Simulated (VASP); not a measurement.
# Pt (P6_3/mmc) in VASP: further runs

The runs below take Pt through single point, with PBEsol.

Everything below comes from runs of VASP 6.6.1. Logs are shortened: lines on timing, memory, paths and dates and some standing lists are left out, and cuts for length are marked.

## Step 1: The cell of the first run

The structure is hexagonal, space group P6_3/mmc (No. 194). The conventional cell has a = 2.657 Å, b = 2.657 Å, c = 4.707 Å, α = 90.00°, β = 90.00°, γ = 120.00°. Within 3.5 Å of Pt (site symmetry -6m2) lie 12 Pt at 2.66 to 2.81 Å.

This isn't the form of Pt at room conditions, which is fcc.

## Step 2: Single point, PBEsol (strain -0.025 along x and y, +0.000 along z)

Contents of INCAR:

```
  ALGO = Fast
  EDIFF = 1E-6
  ENCUT = 520
  GGA = PS
  ISIF = 2
  ISMEAR = 0
  LASPH = True
  LCHARG = False
  LREAL = False
  LWAVE = False
  NBANDS = 17
  NELM = 100
  PREC = Accurate
  SIGMA = 0.15
```

Contents of KPOINTS:

```
k-points
0
Gamma
  24 24 14
```

Contents of POSCAR:

```
Pt
1.0
    2.6570403798      0.0000000000      0.0000000000
   -1.3285201899      2.3010644678      0.0000000000
    0.0000000000      0.0000000000      4.7068056308
Pt
2
Direct
    0.6666666667      0.3333333333      0.7500000000
    0.3333333333      0.6666666667      0.2500000000
```

Potentials or basis: VASP PAW PBE potentials, release 64 (Pt).

Started as:

```console
> cat potpaw_PBE.64/Pt/POTCAR > POTCAR
> mpirun -np 1 vasp_std > vasp.out
```

OUTCAR:

```text
EDIFF = 1E-6
   ENCUT = 520
   GGA = PS
   ISIF = 2
   ISMEAR = 0
   LASPH = True
   LREAL = False
   NELM = 100
   PREC = Accurate

 ion  position               nearest neighbor table
   1  0.667  0.333  0.750-   2 2.81   2 2.81   2 2.81   2 2.81   2 2.81   2 2.81
   2  0.333  0.667  0.250-   1 2.81   1 2.81   1 2.81   1 2.81   1 2.81   1 2.81

  LATTYP: Found a hexagonal cell.
 ALAT       =     2.6570403798
 C/A-ratio  =     1.7714467821

  Lattice vectors:

 A1 = (   2.6570403798,   0.0000000000,   0.0000000000)
 A2 = (  -1.3285201899,   2.3010644678,   0.0000000000)
 A3 = (   0.0000000000,   0.0000000000,   4.7068056308)

Analysis of symmetry for initial positions (statically):
=====================================================================
 Subroutine PRICEL returns:
 Original cell was already a primitive cell.

 Routine SETGRP: Setting up the symmetry group for a
 hexagonal supercell.

 Subroutine GETGRP returns: Found 24 space group operations
 (whereof 12 operations were pure point group operations)
 out of a pool of 24 trial point group operations.

The static configuration has the point symmetry D_3d.
 The point group associated with its full space group is D_6h.

Analysis of symmetry for dynamics (positions and initial velocities):
=====================================================================
 Subroutine PRICEL returns:
 Original cell was already a primitive cell.

 Routine SETGRP: Setting up the symmetry group for a
 hexagonal supercell.

 Subroutine GETGRP returns: Found 24 space group operations
 (whereof 12 operations were pure point group operations)
 out of a pool of 24 trial point group operations.

The dynamic configuration has the point symmetry D_3d.
 The point group associated with its full space group is D_6h.

 Subroutine INISYM returns: Found 24 space group operations
 (whereof 12 operations are pure point group operations),
 and found     1 'primitive' translations

----------------------------------------------------------------------------------------

                                     Primitive cell

  volume of cell :      28.7775

  direct lattice vectors                    reciprocal lattice vectors
     2.657040380  0.000000000  0.000000000     0.376358601  0.217290740  0.000000000
    -1.328520190  2.301064468  0.000000000     0.000000000  0.434581479  0.000000000
     0.000000000  0.000000000  4.706805631     0.000000000  0.000000000  0.212458316

  length of vectors
     2.657040380  2.657040380  4.706805631     0.434581479  0.434581479  0.212458316

  position of ions in fractional coordinates (direct lattice)
     0.666666667  0.333333333  0.750000000
     0.333333333  0.666666667  0.250000000

  ion indices of the primitive-cell ions
   primitive index   ion index
                 1           1
                 2           2

----------------------------------------------------------------------------------------

 KPOINTS: k-points

Automatic generation of k-mesh.
 Grid dimensions read from file:
 generate k-points for:   24   24   14

 Generating k-lattice:

  Cartesian coordinates                     Fractional coordinates (reciprocal lattice)
     0.015681608  0.009053781  0.000000000     0.041666667  0.000000000  0.000000000
     0.000000000  0.018107562  0.000000000     0.000000000  0.041666667  0.000000000
     0.000000000  0.000000000  0.015175594     0.000000000  0.000000000  0.071428571

  Length of vectors
     0.018107562  0.018107562  0.015175594

  Shift w.r.t. Gamma in fractional coordinates (k-lattice)
     0.000000000  0.000000000  0.000000000

 Subroutine IBZKPT returns following result:
 ===========================================

 Found    488 irreducible k-points:

 Following reciprocal coordinates:
            Coordinates               Weight
  0.000000  0.000000  0.000000      1.000000
  0.041667  0.000000  0.000000      6.000000
  0.083333  0.000000  0.000000      6.000000
  0.125000  0.000000  0.000000      6.000000
  0.166667  0.000000  0.000000      6.000000
  0.208333  0.000000  0.000000      6.000000
[... 16 lines left out ...]
  0.416667  0.041667  0.000000     12.000000
  0.458333  0.041667  0.000000     12.000000
 [... further k-points ...]
   k-points           NKPTS =    488   k-points in BZ     NKDIM =    488   number of bands    NBANDS=     17
   number of dos      NEDOS =    301   number of ions     NIONS =      2
   total plane-waves  NPLWV =  14400
   dimension x,y,z NGX =    20 NGY =   20 NGZ =   36
   dimension x,y,z NGXF=    40 NGYF=   40 NGZF=   72
   ions per type =               2
   NGX,Y,Z   is equivalent  to a cutoff of  12.51, 12.51, 12.72 a.u.
   NGXF,Y,Z  is equivalent  to a cutoff of  25.03, 25.03, 25.43 a.u.
 SYSTEM =  unknown system
   PREC   = accura    normal or accurate (medium, high low for compatibility)
   ISTART =      0    job   : 0-new  1-cont  2-samecut
   ICHARG =      2    charge: 1-file 2-atom 10-const
[... 97 lines left out ...]
     17      32.7530      0.00000

 k-point     4 :       0.1250    0.0000    0.0000
  band No.  band energies     occupation
      1       1.8002      2.00000
      2       4.4156      2.00000
      3       7.1954      2.00000
      4       7.8896      2.00000
      5       8.1649      2.00000
      6       8.4946      2.00000
[... 9 lines left out ...]
     16      29.9970      0.00000
     17      31.6454      0.00000

 k-point     5 :       0.1667    0.0000    0.0000
  band No.  band energies     occupation
      1       2.2482      2.00000
      2       4.7768      2.00000
      3       7.0921      2.00000
      4       7.7330      2.00000
      5       8.0425      2.00000
      6       8.3257      2.00000
[... 9 lines left out ...]
     16      30.1450      0.00000
     17      30.7491      0.00000

 k-point     6 :       0.2083    0.0000    0.0000
  band No.  band energies     occupation
      1       2.7741      2.00000
      2       5.0904      2.00000
      3       7.0637      2.00000
      4       7.4422      2.00000
      5       7.5376      2.00000
      6       8.6753      2.00000
[... 9 lines left out ...]
     16      29.9628      0.00000
     17      30.6747      0.00000

 k-point     7 :       0.2500    0.0000    0.0000
  band No.  band energies     occupation
      1       3.3284      2.00000
      2       5.2219      2.00000
      3       6.9092      2.00000
      4       7.2274      2.00000
      5       7.4138      2.00000
      6       8.9141      2.00000
[... 9 lines left out ...]
     16      28.8735      0.00000
     17      31.1573      0.00000

 k-point     8 :       0.2917    0.0000    0.0000
  band No.  band energies     occupation
      1       3.8395      2.00000
      2       5.1585      2.00000
      3       6.4495      2.00000
      4       7.3058      2.00000
      5       7.6945      2.00000
      6       8.6478      2.00000
[... 9 lines left out ...]
     16      27.8148      0.00000
     17      30.6217      0.00000
[... 203 lines left out ...]
      1       3.6467      2.00000
      2       5.2688      2.00000
      3       6.6627      2.00000
      4       7.2356      2.00000
      5       7.4776      2.00000
      6       8.6604      2.00000
[... 9 lines left out ...]
     16      27.9435      0.00000
     17      30.8009      0.00000

 k-point    20 :       0.2917    0.0417    0.0000
  band No.  band energies     occupation
      1       4.1095      2.00000
      2       5.1440      2.00000
      3       6.2487      2.00000
      4       7.3264      2.00000
      5       7.8675      2.00000
      6       8.4430      2.00000
[... 9 lines left out ...]
     16      27.1363      0.00000
     17      29.6653      0.00000

 k-point    21 :       0.3333    0.0417    0.0000
  band No.  band energies     occupation
      1       4.4184      2.00000
      2       4.9778      2.00000
      3       5.9123      2.00000
      4       7.5350      2.00000
      5       8.2575      2.00000
      6       8.3150      2.00000
[... 9 lines left out ...]
     16      26.5614      0.00000
     17      27.7437      0.00000

 k-point    22 :       0.3750    0.0417    0.0000
  band No.  band energies     occupation
      1       4.5635      2.00000
      2       4.8348      2.00000
      3       5.6570      2.00000
      4       7.8676      2.00000
      5       8.1116      2.00000
      6       8.6220      2.00000
[... 9 lines left out ...]
     16      26.0409      0.00000
     17      26.0822      0.00000

 k-point    23 :       0.4167    0.0417    0.0000
  band No.  band energies     occupation
      1       4.5877      2.00000
      2       4.7549      2.00000
      3       5.4853      2.00000
      4       8.0111      2.00000
      5       8.2250      2.00000
      6       8.5248      2.00000
[... 9 lines left out ...]
     16      25.0094      0.00000
     17      25.7171      0.00000

 k-point    24 :       0.4583    0.0417    0.0000
  band No.  band energies     occupation
      1       4.5659      2.00000
      2       4.7320      2.00000
      3       5.3991      2.00000
      4       7.9599      2.00000
      5       8.4754      2.00000
      6       8.4844      2.00000
[... 9 lines left out ...]
     16      24.5849      0.00000
     17      25.5089      0.00000

 [... further k-points ...]
[... 5 lines left out ...]
  --------------------------------------------------------------------------------------
  -------------------------------------------------------------------------------------
  Total        3.7676956      3.7676956      1.7520326      0.0000000      0.0000000      0.0000000
  in kB      209.7650763    209.7650763     97.5437762      0.0000000      0.0000000      0.0000000
  external PRESSURE =     172.3579763 kB  Pullay stress =       0.0000000 kB

 VOLUME and BASIS-vectors are now :
 -----------------------------------------------------------------------------
  energy-cutoff  :      520.00
  volume of cell :       28.78
      direct lattice vectors                 reciprocal lattice vectors
     2.657040380  0.000000000  0.000000000     0.376358601  0.217290740  0.000000000
    -1.328520190  2.301064468  0.000000000     0.000000000  0.434581479  0.000000000
     0.000000000  0.000000000  4.706805631     0.000000000  0.000000000  0.212458316

 POSITION                                       TOTAL-FORCE (eV/Angst)
 -----------------------------------------------------------------------------------
      1.32852      0.76702      3.53010         0.000000      0.000000      0.000000
     -0.00000      1.53404      1.17670        -0.000000     -0.000000      0.000000
 -----------------------------------------------------------------------------------
    total drift:                                0.000000     -0.000000      0.000000

  FREE ENERGIE OF THE ION-ELECTRON SYSTEM (eV)
  ---------------------------------------------------
  free  energy   TOTEN  =       -13.7274909930 eV

  energy  without entropy=      -13.6928813616  energy(sigma->0) =      -13.71018618
```

It took 4.8 min on 1 thread of Intel Xeon 8259CL, shared host; peak memory 0.3 GiB.

Results:

```yaml
Free_energy: -13.7275 eV
Pressure: 17.2 GPa
Band_gap_on_the_k_mesh: zero (bands 10 and 11 overlap by 1.58 eV)
```

Caveat: the cell differs from its parent crystal (strain -0.025 along x and y, +0.000 along z); the stress differs along the axes, from 10 to 21 GPa; the PAW data sets were made with another functional, which shifts forces and pressure a little; spin-orbit coupling is left out, which moves the levels of the heavy elements.

## Step 3: Single point, PBEsol (strain +0.000 along x and y, -0.025 along z)

Contents of INCAR:

```
PREC     = Accurate       # precision mode
ENCUT    = 520            # plane-wave cutoff, eV
EDIFF    = 1E-7           # SCF threshold, eV
ISMEAR   = 0              # smearing method
SIGMA    = 0.15           # smearing width, eV
LREAL    = False          # projectors in reciprocal space
LASPH    = True           # aspherical terms in the spheres
NELM     = 100            # most SCF steps
ALGO     = Fast           # electronic algorithm
ISIF     = 2              # what is computed and relaxed
LWAVE    = False          # write WAVECAR
LCHARG   = False          # write CHGCAR
GGA      = PS             # functional
NBANDS   = 17             # bands
```

Contents of KPOINTS:

```
regular mesh
0
Gamma
  24 24 14
```

Contents of POSCAR:

```
Pt
1.0
    2.7251696203      0.0000000000      0.0000000000
   -1.3625848102      2.3600661208      0.0000000000
    0.0000000000      0.0000000000      4.5891354900
Pt
2
Direct
    0.6666666667      0.3333333333      0.7500000000
    0.3333333333      0.6666666667      0.2500000000
```

Potentials or basis: VASP PAW PBE potentials, release 64 (Pt).

Started as:

```console
> cat potpaw_PBE.64/Pt/POTCAR > POTCAR
> mpirun -np 1 vasp_std > vasp.out
```

Run time: 5.6 min. Hardware: 1 thread of Intel Xeon 8259CL, shared host; peak memory 0.31 GiB.

The run converged. Its results:

```
Free energy            : -13.7999 eV
Pressure               : 7.0 GPa
Band gap on the k mesh : zero (bands 10 and 11 overlap by 1.39 eV)
```

Stress tensor (GPa, compression positive):
```
5.64 0.00 0.00
0.00 5.64 0.00
0.00 0.00 9.69
```

Levels at points of the mesh, in eV from the Fermi level:
```csv
k point,band 6,band 7,band 8,band 9,band 10,band 11,band 12,band 13,band 14,band 15
"(0.00, 0.00, 0.00)",-3.34,-3.34,-2.25,-2.25,-0.88,-0.27,-0.27,5.49,14.80,16.09
"(0.50, 0.00, 0.00)",-3.20,-3.11,0.12,0.19,0.46,2.31,3.83,7.61,9.34,10.16
"(0.00, 0.00, 0.50)",-3.84,-3.84,-3.84,-0.93,-0.93,-0.93,-0.93,12.94,12.94,15.44
"(0.50, 0.00, 0.50)",-2.15,-1.06,-1.06,0.35,0.35,1.63,1.63,6.81,6.81,14.78
```

Caveat: the cell differs from its parent crystal (strain +0.000 along x and y, -0.025 along z); the cell stands under pressure; the PAW data sets were made with another functional, which shifts forces and pressure a little; spin-orbit coupling is left out, which moves the levels of the heavy elements.

## Step 4: Single point, PBEsol (strain -0.025 along x and y, +0.025 along z)

Contents of INCAR:

```
SYSTEM = Pt
  PREC = Accurate
  ENCUT = 520
  EDIFF = 1E-6
  ISMEAR = 0
  SIGMA = 0.15
  LREAL = .FALSE.
  LASPH = .TRUE.
  NELM = 60
  ALGO = Fast
  ISIF = 2
  LWAVE = .FALSE.
  LCHARG = .FALSE.
  GGA = PS
  NBANDS = 17
```

Contents of KPOINTS:

```
regular mesh
0
G
  24 24 14
  0 0 0
```

Contents of POSCAR:

```
Pt
1.0
    2.6570403798      0.0000000000      0.0000000000
   -1.3285201899      2.3010644678      0.0000000000
    0.0000000000      0.0000000000      4.8244757716
Pt
2
Direct
    0.6666666667      0.3333333333      0.7500000000
    0.3333333333      0.6666666667      0.2500000000
```

Started as:

```console
> cat potpaw_PBE.64/Pt/POTCAR > POTCAR
> mpirun -np 1 vasp_std > vasp.out
```

It took 4.8 min on 1 thread of Intel Xeon 8259CL, shared host; peak memory 0.31 GiB.

It converged, with:

| Item | Value |
| --- | --- |
| Free energy | -13.7463 eV |
| Pressure | 10.0 GPa |
| Band gap on the k mesh | zero (bands 10 and 11 overlap by 1.62 eV) |

Stress tensor (GPa, compression positive):
```
15.57  0.00  0.00
 0.00 15.57  0.00
 0.00  0.00 -1.09
```

Levels at points of the mesh, in eV from the Fermi level:
```tsv
k point	band 6	band 7	band 8	band 9	band 10	band 11	band 12	band 13	band 14	band 15
(0.00, 0.00, 0.00)	-3.52	-3.52	-1.67	-1.67	-1.41	-0.18	-0.18	4.52	14.90	15.22
(0.50, 0.00, 0.00)	-3.15	-2.76	-0.10	0.60	0.77	2.45	4.08	7.61	8.78	10.07
(0.00, 0.00, 0.50)	-3.81	-3.81	-3.81	-0.77	-0.77	-0.77	-0.77	11.38	11.38	15.68
(0.50, 0.00, 0.50)	-1.85	-1.02	-1.02	0.69	0.69	1.64	1.64	7.21	7.21	13.83
```

Caveat: the cell differs from its parent crystal (strain -0.025 along x and y, +0.025 along z); the stress differs along the axes, from -1 to 16 GPa; the PAW data sets were made with another functional, which shifts forces and pressure a little; spin-orbit coupling is left out, which moves the levels of the heavy elements.

## Step 5: Single point, PBEsol (strain -0.025 along x and y, +0.050 along z)

Contents of INCAR:

```
SYSTEM = Pt
  PREC = Accurate
  ENCUT = 520
  EDIFF = 1E-7
  ISMEAR = 0
  SIGMA = 0.15
  LREAL = .False.
  LASPH = .True.
  NELM = 80
  ALGO = Fast
  ISIF = 2
  LWAVE = .False.
  LCHARG = .True.
  GGA = PS
  LELF = .True.
  LVHAR = .True.
  NBANDS = 17
```

Contents of KPOINTS:

```
Automatic mesh
0
Gamma
  24 24 14
  0 0 0
```

POSCAR, as its differences from that of step 4:

```diff
@@ -4,3 +4,3 @@
    -1.3285201899      2.3010644678      0.0000000000
-    0.0000000000      0.0000000000      4.8244757716
+    0.0000000000      0.0000000000      4.9421459123
 Pt
```

Started as:

```console
> cat potpaw_PBE.64/Pt/POTCAR > POTCAR
> mpirun -np 1 vasp_std > vasp.out
```

Wall time 5.6 min (1 thread of Intel Xeon 8259CL, shared host); peak memory 0.32 GiB.

The run converged. Its results:

```yaml
Free_energy: -13.7223 eV
Pressure: 4.3 GPa
Band_gap_on_the_k_mesh: zero (bands 10 and 11 overlap by 1.64 eV)
```

Stress tensor (GPa, compression positive):
```
11.13  0.00  0.00
 0.00 11.13  0.00
 0.00  0.00 -9.46
```

Levels at points of the mesh, in eV from the Fermi level:
| k point | band 6 | band 7 | band 8 | band 9 | band 10 | band 11 | band 12 | band 13 | band 14 | band 15 |
| --- | --- | --- | --- | --- | --- | --- | --- | --- | --- | --- |
| (0.00, 0.00, 0.00) | -3.45 | -3.45 | -1.43 | -1.43 | -1.42 | -0.13 | -0.13 | 4.06 | 14.48 | 15.41 |
| (0.50, 0.00, 0.00) | -2.85 | -2.52 | -0.16 | 0.70 | 0.84 | 2.43 | 4.05 | 7.52 | 8.52 | 9.86 |
| (0.00, 0.00, 0.50) | -3.68 | -3.68 | -3.68 | -0.67 | -0.67 | -0.67 | -0.67 | 10.70 | 10.70 | 15.83 |
| (0.50, 0.00, 0.50) | -1.68 | -0.96 | -0.96 | 0.77 | 0.77 | 1.66 | 1.66 | 7.16 | 7.16 | 13.44 |

Caveat: the cell differs from its parent crystal (strain -0.025 along x and y, +0.050 along z); the stress differs along the axes, from -9 to 11 GPa; the PAW data sets were made with another functional, which shifts forces and pressure a little; spin-orbit coupling is left out, which moves the levels of the heavy elements.

## Step 6: Overview

| cell | further INCAR settings | gap on the mesh (eV) | pressure (GPa) |
| --- | --- | --- | --- |
| a = 2.657, b = 2.657, c = 4.707 Å, angles 90.0, 90.0, 120.0°, 2 atoms | ALGO = Fast; EDIFF = 1e-06; NBANDS = 17 | none | 17.2 |
| a = 2.725, b = 2.725, c = 4.589 Å, angles 90.0, 90.0, 120.0°, 2 atoms | ALGO = Fast; EDIFF = 1e-07; NBANDS = 17 | none | 7.0 |
| a = 2.657, b = 2.657, c = 4.824 Å, angles 90.0, 90.0, 120.0°, 2 atoms | ALGO = Fast; EDIFF = 1e-06; NBANDS = 17 | none | 10.0 |
| a = 2.657, b = 2.657, c = 4.942 Å, angles 90.0, 90.0, 120.0°, 2 atoms | ALGO = Fast; EDIFF = 1e-07; NBANDS = 17 | none | 4.3 |

Alike in all rows: task single point; level PBEsol; potentials or basis VASP PAW PBE potentials, release 64 (Pt); no spin polarisation; k mesh 24 × 24 × 14; cutoff (eV) 520; smearing gaussian 0.15 eV.

Caveats: the PAW data sets were made with another functional, which shifts forces and pressure a little; spin-orbit coupling is left out, which moves the levels of the heavy elements; the stress differs along the axes, from 10 to 21 GPa (at least some runs); the cell stands under pressure (at least some runs); the stress differs along the axes, from -1 to 16 GPa (at least some runs); the stress differs along the axes, from -9 to 11 GPa (at least some runs).

Total energies depend on the potentials used, so only differences within one code and one set of settings carry meaning.
